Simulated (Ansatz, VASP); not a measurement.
## SrTiO3 in VASP and in Ansatz

```xyz
10
Lattice="-3.9364 0.0000 -3.9364 0.0000 -3.9364 -3.9364 -3.9364 -3.9364 0.0000" Properties=species:S:1:pos:R:3 pbc="T T T"
Sr    0.0000    0.0000   -0.0046
Sr   -3.9364   -3.9364   -3.9410
Ti   -1.9682   -1.9682   -1.9896
Ti   -5.9046   -5.9046   -5.9261
O     0.0000   -1.9682   -1.9397
O    -3.9364   -1.9682   -1.9397
O    -1.9682   -3.9364   -1.9397
O    -1.9682    0.0000   -1.9397
O    -1.9682   -1.9682    0.0325
O    -1.9682   -1.9682   -3.9039
```

Change from the starting cell: mode 1 (-138.1 1/cm) frozen in, largest displacement +0.033 Å.

Alike in both runs: task single point; functional PBE; k mesh 6 × 6 × 6; occupations gaussian, width 0.05 eV; no spin polarisation.

|  | VASP | Ansatz |
| --- | --- | --- |
| version | VASP 6.6.1 | Ansatz 0.2.0 |
| potentials or method | VASP PAW PBE potentials, release 64 (Sr_sv, Ti_sv, O), cutoff 520 eV | scalar-relativistic, plane waves, PAW |
| valence electrons in the cell | 80 | 80 |

```tsv
	VASP	Ansatz	Ansatz less VASP
gap on the k mesh at the Fermi level (eV)	1.82	1.85	+0.031
least direct gap on the mesh (eV)	1.82	1.85	+0.031
pressure (GPa)	0.8	0.2	-0.60
traceless stress, the component that is largest in VASP (GPa)	0.32	0.31	-0.011
rms of the force components (eV/Å)	0.014	0.017	+0.0032
```

Atom by atom the forces differ by 0.008 eV/Å (rms over components). With one functional, cell and mesh, what is left measures potentials, basis and numerics.
